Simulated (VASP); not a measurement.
Wanted: the native input for a VASP 6.6.1 run.

```
Task                   : single point
Functional             : PBE
Potentials or basis    : VASP PAW PBE potentials, release 64 (I)
Cutoff                 : 520 eV
k mesh                 : 7 × 7 × 3
Occupations            : fermi-dirac, width 0.05 eV
Spin                   : no spin polarisation
Dipole correction      : no
Further INCAR settings : ALGO = Normal; EDIFF = 1e-06; NBANDS = 22
```

The structure of I lies in POSCAR:

```
I
1.0
    4.4635498134     -2.3151364271      0.0000000000
    4.4635498134      2.3151364271      0.0000000000
    0.0000000000      0.0000000000      9.8076082514
I
4
Direct
    0.6597826710      0.3402173290      0.3780358261
    0.1597826710      0.8402173290      0.1219641739
    0.3402173290      0.6597826710      0.6219641739
    0.8402173290      0.1597826710      0.8780358261
```

One way to write it, as run:

INCAR

```
SYSTEM = I
PREC = Accurate ; ENCUT = 520
EDIFF = 1E-6 ; ISMEAR = -1
SIGMA = 0.05 ; LREAL = .FALSE.
LASPH = .TRUE. ; NELM = 80
ALGO = Normal ; ISIF = 2
LWAVE = .FALSE. ; LCHARG = .FALSE.
GGA = PE ; NBANDS = 22
```

KPOINTS

```
regular mesh
0
G
  7 7 3
  0 0 0
```

Potentials or basis: VASP PAW PBE potentials, release 64 (I).

Run with:

```bash
$ cat potpaw_PBE.64/I/POTCAR > POTCAR
$ mpirun -np 1 vasp_std > vasp.out
```

Results of the run:

The pressure is 0.0 GPa and the largest force is 0.016 eV/Å. The band gap on the k mesh is 1.05 eV (least direct gap 1.09 eV).

Caveat: spin-orbit coupling is left out, which moves the levels of the heavy elements.

Wall time 3.3 min on 1 thread of Oxide Virtual Turin-like Processor, on a shared host, peak memory 0.35 GiB.
